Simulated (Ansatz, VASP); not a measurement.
# BaF2: VASP beside Ansatz

```xyz
3
Lattice="0.0000 3.1331 3.1331 3.1331 0.0000 3.1331 3.1331 3.1331 0.0000" Properties=species:S:1:pos:R:3 pbc="T T T"
Ba    0.0000    0.0000    0.0000
F     1.5665    1.5665    1.5665
F     4.6996    4.6996    4.6996
```

Alike in both runs: functional PBE; k mesh 7 × 7 × 7; occupations fermi-dirac, width 0.02 eV; no spin polarisation.

Ansatz relaxed the structure, and its values are those at the end. VASP's run is a single point on that final structure, the one shown.

|  | VASP | Ansatz |
| --- | --- | --- |
| version | VASP 6.6.1 | Ansatz 0.2.0 |
| potentials or method | VASP PAW PBE potentials, release 64 (Ba_sv, F), cutoff 600 eV | all-electron LAPW, non-relativistic |

|  | VASP | Ansatz | Ansatz less VASP |
| --- | --- | --- | --- |
| gap on the k mesh at the Fermi level (eV) | 6.64 | 7.12 | +0.479 |
| pressure (GPa) | 0.4 | 0.0 | -0.37 |

Ansatz ran all-electron here, and VASP with PAW potentials.

Spin-orbit coupling is off throughout.
